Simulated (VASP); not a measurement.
TePb:

```
CELL_PARAMETERS angstrom
4.00229 0.00000 0.00000
0.00000 4.00229 0.00000
0.00000 0.00000 4.00229
ATOMIC_POSITIONS crystal
Pb 0.00000 0.00000 0.00000
Te 0.50000 0.50000 0.50000
```

```yaml
Program: VASP 6.6.1
Task: relaxation of cell and atoms
Functional: PBEsol
Dispersion: D3(BJ)
Potentials_or_basis: VASP PAW PBE potentials, release 64 (Pb_d, Te)
Cutoff: 600 eV
k_mesh: 7 × 7 × 7
Occupations: fermi-dirac, width 0.05 eV
Spin: no spin polarisation
```

At the start: pressure -4.4 GPa; volume 32.05 Å³/atom.

Problem. Where does the relaxation end?

Solution. Over 16 steps the energy falls by 61.6 meV/atom and the volume is 28.34 Å³/atom (-11.6 %); space group Pm-3m (No. 221, to 0.1 Å) before and after.

Step by step:
```tsv
step	energy change (eV)	largest force (eV/Å)	pressure (GPa)	volume (Å³)
1	0.0000	0.0000	-4.41	64.11
2	-0.1228	0.0000	0.32	56.27
3	-0.1232	0.0000	0.05	56.58
4	-0.1231	0.0000	-0.07	56.73
5	-0.1232	0.0000	-0.07	56.73
6	-0.1232	0.0000	-0.07	56.72
7	-0.1232	0.0000	-0.06	56.72
8	-0.1232	0.0000	-0.06	56.72
9	-0.1232	0.0000	-0.06	56.72
10	-0.1232	0.0000	-0.06	56.72
11	-0.1232	0.0000	-0.07	56.72
12	-0.1232	0.0000	-0.06	56.72
13	-0.1232	0.0000	-0.06	56.72
14	-0.1232	0.0000	-0.06	56.71
15	-0.1232	0.0000	-0.05	56.70
16	-0.1232	0.0000	-0.03	56.68
```

Final structure:
```
CELL_PARAMETERS angstrom
3.84132 0.00000 0.00000
0.00000 3.84132 0.00000
0.00000 0.00000 3.84132
ATOMIC_POSITIONS crystal
Pb 0.00000 0.00000 0.00000
Te 0.50000 0.50000 0.50000
```

Caveat: the PAW data sets were made with another functional, which shifts forces and pressure a little.
